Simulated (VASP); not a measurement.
A run of VASP 6.6.1 is set up as follows.

File INCAR:

```
SYSTEM = LiF
ALGO = Normal ; EDIFF = 1E-6
ENCUT = 750 ; GGA = PE
GGA_COMPAT = .False. ; ISIF = 2
ISMEAR = 0 ; IVDW = 12
LASPH = .True. ; LCHARG = .False.
LREAL = .False. ; LWAVE = .False.
NBANDS = 12 ; NELM = 120
PREC = Accurate ; SIGMA = 0.05
```

Contents of KPOINTS:

```
k-points
0
Gamma
  10 10 10
  0 0 0
```

The input POSCAR:

```
LiF
1.0
    0.0000000000      2.0140017468      2.0140017468
    2.0140017468      0.0000000000      2.0140017468
    2.0140017468      2.0140017468      0.0000000000
Li F
1 1
Direct
    0.0000000000      0.0000000000      0.0000000000
    0.5000000000      0.5000000000      0.5000000000
```

Potentials or basis: VASP PAW PBE potentials, release 64 (Li_sv, F).

The run is started by

```bash
$ cat potpaw_PBE.64/Li_sv/POTCAR potpaw_PBE.64/F/POTCAR > POTCAR
$ mpirun -np 1 vasp_std > vasp.out
```

What does it give for the dispersion energy per atom?

-0.178 eV.

Estimate the band gap on the k mesh.

9.08 eV.

Predict the pressure.

-2.2 GPa.

A k mesh can miss the band edges.
